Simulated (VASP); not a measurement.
# Hg (R-3m) in VASP: further runs, part 2 of 3

VASP 6.6.1. The steps go on from the part before.

## Step 4: Electric field gradients, LDA (volume scaled by 1.01)

INCAR reads:

```
SYSTEM = Hg
ALGO     = Normal         ! electronic algorithm
EDIFF    = 1E-8           ! SCF threshold, eV
ENCUT    = 520            ! plane-wave cutoff, eV
ISIF     = 2              ! what is computed and relaxed
ISMEAR   = -1             ! smearing method
LASPH    = .TRUE.         ! aspherical terms in the spheres
LCHARG   = .FALSE.        ! write CHGCAR
LEFG     = .TRUE.       
LREAL    = .FALSE.        ! projectors in reciprocal space
LWAVE    = .FALSE.        ! write WAVECAR
NBANDS   = 12             ! bands
NELM     = 100            ! most SCF steps
PREC     = Accurate       ! precision mode
SIGMA    = 0.03           ! smearing width, eV
```

KPOINTS reads:

```
k-points
0
G
  12 12 12
  0 0 0
```

POSCAR reads:

```
Hg
1.0
    1.7357480073      1.0021345793      2.2414219814
   -1.7357480073      1.0021345793      2.2414219814
    0.0000000000     -2.0042691585      2.2414219814
Hg
1
Direct
    0.0000000000      0.0000000000      0.0000000000
```

Potentials or basis: VASP PAW LDA potentials, release 64 (Hg).

On the command line:

```console
$ cat potpaw_LDA.64/Hg/POTCAR > POTCAR
$ mpirun -np 1 vasp_std > vasp.out
```

OUTCAR:

```text
SYSTEM = Hg
   EDIFF = 1E-8
   ENCUT = 520
   ISIF = 2
   ISMEAR = -1
   LASPH = .TRUE.
   LREAL = .FALSE.
   NELM = 100
   PREC = Accurate

 ion  position               nearest neighbor table
   1  0.000  0.000  0.000-

  LATTYP: Found a trigonal (rhomboedric) cell.
 ALAT       =     3.0068367695
 COS(alpha) =     0.3335253405

  Lattice vectors:

 A1 = (   1.7357480073,   1.0021345793,   2.2414219814)
 A2 = (  -1.7357480073,   1.0021345793,   2.2414219814)
 A3 = (   0.0000000000,  -2.0042691585,   2.2414219814)

Analysis of symmetry for initial positions (statically):
=====================================================================
 Subroutine PRICEL returns:
 Original cell was already a primitive cell.

 Routine SETGRP: Setting up the symmetry group for a
 trigonal (rhombohedral) supercell.

 Subroutine GETGRP returns: Found 12 space group operations
 (whereof 12 operations were pure point group operations)
 out of a pool of 12 trial point group operations.

The static configuration has the point symmetry D_3d.

Analysis of symmetry for dynamics (positions and initial velocities):
=====================================================================
 Subroutine PRICEL returns:
 Original cell was already a primitive cell.

 Routine SETGRP: Setting up the symmetry group for a
 trigonal (rhombohedral) supercell.

 Subroutine GETGRP returns: Found 12 space group operations
 (whereof 12 operations were pure point group operations)
 out of a pool of 12 trial point group operations.

The dynamic configuration has the point symmetry D_3d.
[... 160 lines left out ...]
      8      15.1748      0.00000
      9      15.1748      0.00000
     10      19.7456      0.00000
     11      20.9613      0.00000
     12      20.9613      0.00000
[... 331 lines left out ...]
 k-point    24 :      -0.4167    0.1667    0.0000
  band No.  band energies     occupation
      1      -5.4064      2.00000
      2      -4.9108      2.00000
      3      -3.9820      2.00000
      4      -3.7888      2.00000
      5      -3.4196      2.00000
      6      -0.1507      2.00000
      7       2.4306      1.89637
      8      10.9172      0.00000
      9      15.2530      0.00000
     10      18.4831      0.00000
     11      21.3012      0.00000
     12      22.4971      0.00000

 [... further k-points ...]

------------------------ aborting loop because EDIFF is reached ----------------------------------------

  FORCE on cell =-STRESS in cart. coord.  units (eV):
  Direction    XX          YY          ZZ          XY          YZ          ZX
  --------------------------------------------------------------------------------------
  -------------------------------------------------------------------------------------
  Total       -0.1626353     -0.1626353     -0.3260478      0.0000000     -0.0000000      0.0000000
  in kB      -11.1387872    -11.1387872    -22.3307958      0.0000000     -0.0000000      0.0000000
  external PRESSURE =     -14.8694567 kB  Pullay stress =       0.0000000 kB

 VOLUME and BASIS-vectors are now :
 -----------------------------------------------------------------------------
  energy-cutoff  :      520.00
  volume of cell :       23.39
      direct lattice vectors                 reciprocal lattice vectors
     1.735748007  1.002134579  2.241421981     0.288060247  0.166311661  0.148715117
    -1.735748007  1.002134579  2.241421981    -0.288060247  0.166311661  0.148715117
     0.000000000 -2.004269159  2.241421981     0.000000000 -0.332623322  0.148715118

 POSITION                                       TOTAL-FORCE (eV/Angst)
 -----------------------------------------------------------------------------------
      0.00000      0.00000      0.00000        -0.000000      0.000000      0.000000
 -----------------------------------------------------------------------------------
    total drift:                                0.000000     -0.000000      0.000000

  FREE ENERGIE OF THE ION-ELECTRON SYSTEM (eV)
  ---------------------------------------------------
  free  energy   TOTEN  =        -0.9584022326 eV

  energy  without entropy=       -0.9571576753  energy(sigma->0) =       -0.95777995

 Electric field gradients (V/A^2)
---------------------------------------------------------------------
 ion       V_xx      V_yy      V_zz      V_xy      V_xz      V_yz
---------------------------------------------------------------------
   1      72.915    72.915  -145.830     0.000    -0.000    -0.000
---------------------------------------------------------------------

 Electric field gradients after diagonalization (V/A^2)
 (convention: |V_zz| > |V_xx| > |V_yy|)
----------------------------------------------------------------------
 ion       V_xx      V_yy      V_zz     asymmetry (V_yy - V_xx)/ V_zz
----------------------------------------------------------------------
   1      72.915    72.915  -145.830       0.000
----------------------------------------------------------------------

           NMR quadrupolar parameters

 Cq : quadrupolar parameter    Cq=e*Q*V_zz/h
 eta: asymmetry parameters     (V_yy - V_xx)/ V_zz
 Q  : nuclear electric quadrupole moment in mb (millibarn)
----------------------------------------------------------------------
 ion       Cq(MHz)       eta       Q (mb)
----------------------------------------------------------------------
   1      -0.353       0.000       1.000
----------------------------------------------------------------------
```

stdout:

```text
POSCAR found type information on POSCAR Hg
 POSCAR found :  1 types and       1 ions
 scaLAPACK will be used
 LDA part: xc-table for (Slater(with rela. corr.)+CA(PZ))
 , standard interpolation
 POSCAR, INCAR and KPOINTS ok, starting setup
 FFT: planning ... GRIDC
 FFT: planning ... GRID_SOFT
 FFT: planning ... GRID
 WAVECAR not read
 entering main loop
ion   1
```

Wall time 16 s (1 thread of Intel Xeon Platinum 8559C (Emerald Rapids), shared host); peak memory 0.17 GiB.

Results:

```yaml
Free_energy: -0.9584 eV
Pressure: -1.5 GPa
Band_gap_on_the_k_mesh: zero (band 6 reaches 3.77 eV, above the bottom of band 7 at 0.57 eV)
```

Stress tensor (GPa, compression positive):
```
-1.11  0.00  0.00
 0.00 -1.11  0.00
 0.00  0.00 -2.23
```

Electric field gradients, principal values (V/Å²):
```tsv
atom	least	middle	greatest (by size)
1 Hg	72.915	72.915	-145.830
```

Caveat: without QUAD_EFG the Cq values of the log hold for a quadrupole moment of 1 mb, not for the nuclei; spin-orbit coupling is left out, which moves the levels of the heavy elements.

## Step 5: Electric field gradients, LDA (volume scaled by 1.04)

INCAR reads:

```
SYSTEM = Hg
PREC = Accurate
ENCUT = 520
EDIFF = 1E-8
ISMEAR = -1
SIGMA = 0.03
LREAL = .FALSE.
LASPH = .TRUE.
NELM = 80
ALGO = Normal
ISIF = 2
LWAVE = .FALSE.
LCHARG = .FALSE.
LEFG = .TRUE.
NBANDS = 12
```

KPOINTS reads:

```
regular mesh
0
G
  12 12 12
  0 0 0
```

POSCAR reads:

```
Hg
1.0
    1.7527662299      1.0119600547      2.2633981081
   -1.7527662299      1.0119600547      2.2633981081
    0.0000000000     -2.0239201093      2.2633981081
Hg
1
Direct
    0.0000000000      0.0000000000      0.0000000000
```

Potentials or basis: VASP PAW LDA potentials, release 64 (Hg).

On the command line:

```console
$ cat potpaw_LDA.64/Hg/POTCAR > POTCAR
$ mpirun -np 1 vasp_std > vasp.out
```

OUTCAR:

```text
SYSTEM = Hg
   PREC = Accurate
   ENCUT = 520
   EDIFF = 1E-8
   ISMEAR = -1
   LREAL = .FALSE.
   LASPH = .TRUE.
   NELM = 80
   ISIF = 2

 ion  position               nearest neighbor table
   1  0.000  0.000  0.000-

  LATTYP: Found a trigonal (rhomboedric) cell.
 ALAT       =     3.0363174414
 COS(alpha) =     0.3335253404

  Lattice vectors:

 A1 = (   1.7527662299,   1.0119600547,   2.2633981081)
 A2 = (  -1.7527662299,   1.0119600547,   2.2633981081)
 A3 = (   0.0000000000,  -2.0239201093,   2.2633981081)

Analysis of symmetry for initial positions (statically):
=====================================================================
 Subroutine PRICEL returns:
 Original cell was already a primitive cell.

 Routine SETGRP: Setting up the symmetry group for a
 trigonal (rhombohedral) supercell.

 Subroutine GETGRP returns: Found 12 space group operations
 (whereof 12 operations were pure point group operations)
 out of a pool of 12 trial point group operations.

The static configuration has the point symmetry D_3d.

Analysis of symmetry for dynamics (positions and initial velocities):
=====================================================================
 Subroutine PRICEL returns:
 Original cell was already a primitive cell.

 Routine SETGRP: Setting up the symmetry group for a
 trigonal (rhombohedral) supercell.

 Subroutine GETGRP returns: Found 12 space group operations
 (whereof 12 operations were pure point group operations)
 out of a pool of 12 trial point group operations.

The dynamic configuration has the point symmetry D_3d.

 Subroutine INISYM returns: Found 12 space group operations
 (whereof 12 operations are pure point group operations),
 and found     1 'primitive' translations

----------------------------------------------------------------------------------------

                                     Primitive cell

  volume of cell :      24.0879

  direct lattice vectors                    reciprocal lattice vectors
     1.752766230  1.011960055  2.263398108     0.285263369  0.164696883  0.147271190
    -1.752766230  1.011960055  2.263398108    -0.285263369  0.164696883  0.147271190
     0.000000000 -2.023920109  2.263398108     0.000000000 -0.329393766  0.147271190

  length of vectors
     3.036317441  3.036317441  3.036317441     0.360817206  0.360817206  0.360817206

  position of ions in fractional coordinates (direct lattice)
     0.000000000  0.000000000  0.000000000

  ion indices of the primitive-cell ions
   primitive index   ion index
                 1           1

----------------------------------------------------------------------------------------

 KPOINTS: regular mesh

Automatic generation of k-mesh.
 Grid dimensions read from file:
 generate k-points for:   12   12   12

 Generating k-lattice:

  Cartesian coordinates                     Fractional coordinates (reciprocal lattice)
     0.023771947  0.013724740  0.012272599     0.083333333  0.000000000  0.000000000
    -0.023771947  0.013724740  0.012272599     0.000000000  0.083333333  0.000000000
     0.000000000 -0.027449480  0.012272599     0.000000000  0.000000000  0.083333333

  Length of vectors
     0.030068101  0.030068101  0.030068101

  Shift w.r.t. Gamma in fractional coordinates (k-lattice)
[... 69 lines left out ...]
   IALGO  =     38    algorithm
   IMIX   =      4    mixing-type and parameters
     AMIX     =   0.40;   BMIX     =  1.00
     AMIX_MAG =   1.60;   BMIX_MAG =  1.00
  volume/ion in A,a.u.               =      24.09       162.55
  Fermi-wavevector in a.u.,A,eV,Ry     =   1.297783  2.452454 22.915484  1.684241
  Thomas-Fermi vector in A             =   2.429153
   LORBIT       =      0    0 simple, 1 ext, 2 COOP (PROOUT), +10 PAW based schemes
   GGA     = CA    functional components
   LHFCALC =     F    Hartree Fock is set to
   AEXX    =    0.0000 exact exchange contribution
   IVDW    =     0    specifies the selected vdW correction
   LEPSILON=     F    determine dielectric tensor
   LRPA    =     F    only Hartree local field effects (RPA)
 non-spin polarized calculation
  energy-cutoff  :      520.00
  volume of cell :       24.09
 maximum number of plane-waves:       681
   NGX = 11   NGY = 11   NGZ = 11

 number of electron      12.0000001 magnetization

 Free energy of the ion-electron system (eV)
  ---------------------------------------------------
  ext. energy  EPLUGINS =         0.00000000
  ---------------------------------------------------
  free energy    TOTEN  =        -0.94987674 eV

  energy without entropy =       -0.94893137  energy(sigma->0) =       -0.94940406

 E-fermi :   2.2808     XC(G=0): -11.0556

 val. band max:        2.2788175252   @ k =   0.5000   0.5000  -0.0000
 cond. band min:       2.3250713456   @ k =  -0.4167   0.4167   0.0000
 fundamental gap:      0.0462538204
 Fermi energy:         2.2807857486

 k-point     1 :       0.0000    0.0000    0.0000
  band No.  band energies     occupation
      1      -6.6642      2.00000
      2      -5.2019      2.00000
      3      -5.2019      2.00000
      4      -3.9675      2.00000
      5      -3.8049      2.00000
      6      -3.8049      2.00000
      7      14.4587      0.00000
      8      14.7177      0.00000
      9      14.7177      0.00000
     10      19.1850      0.00000
     11      20.3801      0.00000
     12      20.3801      0.00000
[... 331 lines left out ...]
 k-point    24 :      -0.4167    0.1667    0.0000
  band No.  band energies     occupation
      1      -5.4912      2.00000
      2      -5.0260      2.00000
      3      -4.1456      2.00000
      4      -3.9701      2.00000
      5      -3.6213      2.00000
      6      -0.3745      2.00000
      7       2.2118      1.81740
      8      10.5246      0.00000
      9      14.8037      0.00000
     10      18.0442      0.00000
     11      20.7129      0.00000
     12      21.9623      0.00000

 [... further k-points ...]

------------------------ aborting loop because EDIFF is reached ----------------------------------------

  FORCE on cell =-STRESS in cart. coord.  units (eV):
  Direction    XX          YY          ZZ          XY          YZ          ZX
  --------------------------------------------------------------------------------------
  -------------------------------------------------------------------------------------
  Total       -0.3076510     -0.3076510     -0.5670924     -0.0000000     -0.0000000      0.0000000
  in kB      -20.4630029    -20.4630029    -37.7194049     -0.0000000     -0.0000000      0.0000000
  external PRESSURE =     -26.2151369 kB  Pullay stress =       0.0000000 kB

 VOLUME and BASIS-vectors are now :
 -----------------------------------------------------------------------------
  energy-cutoff  :      520.00
  volume of cell :       24.09
      direct lattice vectors                 reciprocal lattice vectors
     1.752766230  1.011960055  2.263398108     0.285263369  0.164696883  0.147271190
    -1.752766230  1.011960055  2.263398108    -0.285263369  0.164696883  0.147271190
     0.000000000 -2.023920109  2.263398108     0.000000000 -0.329393766  0.147271190

 POSITION                                       TOTAL-FORCE (eV/Angst)
 -----------------------------------------------------------------------------------
      0.00000      0.00000      0.00000         0.000000      0.000000      0.000000
 -----------------------------------------------------------------------------------
    total drift:                                0.000000     -0.000000      0.000000

  FREE ENERGIE OF THE ION-ELECTRON SYSTEM (eV)
  ---------------------------------------------------
  free  energy   TOTEN  =        -0.9498767406 eV

  energy  without entropy=       -0.9489313716  energy(sigma->0) =       -0.94940406

 Electric field gradients (V/A^2)
---------------------------------------------------------------------
 ion       V_xx      V_yy      V_zz      V_xy      V_xz      V_yz
---------------------------------------------------------------------
   1      67.820    67.820  -135.640     0.000     0.000    -0.000
---------------------------------------------------------------------

 Electric field gradients after diagonalization (V/A^2)
 (convention: |V_zz| > |V_xx| > |V_yy|)
----------------------------------------------------------------------
 ion       V_xx      V_yy      V_zz     asymmetry (V_yy - V_xx)/ V_zz
----------------------------------------------------------------------
   1      67.820    67.820  -135.640       0.000
----------------------------------------------------------------------

           NMR quadrupolar parameters

 Cq : quadrupolar parameter    Cq=e*Q*V_zz/h
 eta: asymmetry parameters     (V_yy - V_xx)/ V_zz
 Q  : nuclear electric quadrupole moment in mb (millibarn)
----------------------------------------------------------------------
 ion       Cq(MHz)       eta       Q (mb)
----------------------------------------------------------------------
   1      -0.328       0.000       1.000
----------------------------------------------------------------------
```

stdout:

```text
POSCAR found type information on POSCAR Hg
 POSCAR found :  1 types and       1 ions
 scaLAPACK will be used
 LDA part: xc-table for (Slater(with rela. corr.)+CA(PZ))
 , standard interpolation
 POSCAR, INCAR and KPOINTS ok, starting setup
 FFT: planning ... GRIDC
 FFT: planning ... GRID_SOFT
 FFT: planning ... GRID
 WAVECAR not read
 entering main loop
ion   1
```

Run time: 13 s. Hardware: 1 thread of Intel Xeon Platinum 8559C (Emerald Rapids), shared host; peak memory 0.17 GiB.

Results:

* Free energy: -0.9499 eV
* Pressure: -2.6 GPa
* Band gap on the k mesh: zero (band 6 reaches 3.41 eV, above the bottom of band 7 at 0.47 eV)

Electric field gradients, principal values (V/Å²):
```csv
atom,least,middle,greatest (by size)
1 Hg,67.820,67.820,-135.640
```

Caveat: without QUAD_EFG the Cq values of the log hold for a quadrupole moment of 1 mb, not for the nuclei; spin-orbit coupling is left out, which moves the levels of the heavy elements.

(Part 2 of 3 ends here.)
